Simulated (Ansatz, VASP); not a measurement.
## Si3Ni in VASP and in Ansatz

```
Si Ni
1.0
     3.75577    0.00000    0.00000
     0.00000    3.75577    0.00000
     0.00000    0.00000    3.75577
Si Ni
3 1
Direct
  0.50000 0.00000 0.00000
  0.00000 0.50000 0.00000
  0.00000 0.00000 0.50000
  0.50000 0.50000 0.50000
```

Alike in both runs: functional PBE; k mesh 4 × 4 × 4; occupations gaussian, width 0.1 eV; collinear spin.

Ansatz relaxed the structure, and its values are those at the end. VASP's run is a single point on that final structure, the one shown.

```csv
,VASP,Ansatz
version,VASP 6.6.1,Ansatz 0.2.0
potentials or method,"VASP PAW PBE potentials, release 64 (Si, Ni), cutoff 520 eV","scalar-relativistic, plane waves, PAW"
valence electrons in the cell,22,30
```

```csv
,VASP,Ansatz,Ansatz less VASP
gap on the k mesh at the Fermi level (eV),none,none,-
pressure (GPa),0.2,0.2,+0.01
net moment per atom (μB),0.14,0.14,+0.002
size of the moment on the site where the two differ most (μB),0.04,0.05,+0.017
```

Site moments also hang on the region over which each program counts them. A gap of «none» marks a metal or a gap that the smearing closes. The functional is the same, so the differences come from potentials, cutoffs and numerics. VASP's potentials hold 22 valence electrons a cell and Ansatz's 30, so a difference there can come from the potentials and not from the codes.

The k mesh is coarse, so the values compare programs but aren't converged.
